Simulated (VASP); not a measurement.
Set up this calculation in VASP 6.6.1, as the native input.

```
Task                   : single point
Functional             : RPBE
Potentials or basis    : VASP PAW PBE potentials, release 64 (Mo_sv)
Cutoff                 : 520 eV
k mesh                 : 15 × 15 × 7
Occupations            : fermi-dirac, width 0.1 eV
Spin                   : no spin polarisation
Dipole correction      : no
Further INCAR settings : ALGO = Normal; EDIFF = 1e-06; NBANDS = 21
```

The structure of Mo lies in POSCAR:

```
Mo
1.0
    2.8428411632      0.0000000000      0.0000000000
   -1.4214205816      2.4619726663      0.0000000000
    0.0000000000      0.0000000000      5.0457279297
Mo
2
Direct
    0.3333333333      0.6666666667      0.2500000000
    0.6666666667      0.3333333333      0.7500000000
```

This cell differs from its parent crystal: volume scaled by 1.08.

The input as run:

INCAR

```
  PREC = Accurate
  ENCUT = 520
  EDIFF = 1E-6
  ISMEAR = -1
  SIGMA = 0.1
  LREAL = False
  LASPH = True
  NELM = 100
  ALGO = Normal
  ISIF = 2
  LWAVE = False
  LCHARG = True
  GGA = RP
  LELF = True
  LVHAR = True
  NBANDS = 21
```

KPOINTS

```
regular mesh
0
Gamma
  15 15 7
```

Potentials or basis: VASP PAW PBE potentials, release 64 (Mo_sv).

The run is started by

```sh
$ cat potpaw_PBE.64/Mo_sv/POTCAR > POTCAR
$ mpirun -np 1 vasp_std > vasp.out
```

It gave:

```yaml
Pressure: -14.6 GPa
Band_gap_on_the_k_mesh: zero (band 14 reaches 11.57 eV, above the bottom of band 15 at 10.10 eV)
```

Caveat: the PAW data sets were made with another functional, which shifts forces and pressure a little.

It took 43 s on 1 thread of Intel Xeon 6975P-C, on a shared host, peak memory 0.2 GiB.
